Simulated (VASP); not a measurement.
Runs of VASP 6.6.1 on WS2. The structure is that of space group P6_3/mmc (No. 194), or close to it. The cells are those of the table. 

```csv
task,cell,k mesh,cutoff (eV),smearing,gap on the mesh (eV),pressure (GPa),largest force (eV/Å)
relaxation of cell and atoms,"relaxed from a = 3.142, b = 3.142, c = 12.597 Å, angles 90.0, 90.0, 120.0°, 6 atoms",12 × 12 × 2,600,gaussian 0.02 eV,1.12,0.0,-
single point,"a = 3.146, b = 3.146, c = 12.692 Å, angles 90.0, 90.0, 120.0°, 6 atoms",12 × 12 × 2,520,gaussian 0.05 eV,(b),0.1,0.02
single point,"a = 3.146, b = 3.146, c = 12.696 Å, angles 90.0, 90.0, 120.0°, 6 atoms",12 × 12 × 2,520,gaussian 0.02 eV,1.12,0.2,0.03
single point,"a = 3.180, b = 3.180, c = 12.500 Å, angles 90.0, 90.0, 120.0°, 6 atoms",6 × 6 × 2,520,gaussian 0.1 eV,0.97,(a),1.28
```

Alike in all rows: level PBEsol; potentials or basis VASP PAW PBE potentials, release 64 (W_sv, S); no spin polarisation.

Problem. Fill in the values left out.

Solution. (a) -8.5; (b) 1.11.

Caveats: the PAW data sets were made with another functional, which shifts forces and pressure a little; spin-orbit coupling is left out, which moves the levels of the heavy elements; this functional lacks dispersion, which binds the layers, so the pressure and a relaxed spacing across them are unreliable.

A k mesh can miss the band edges, and the runs leave out spin-orbit coupling on W.
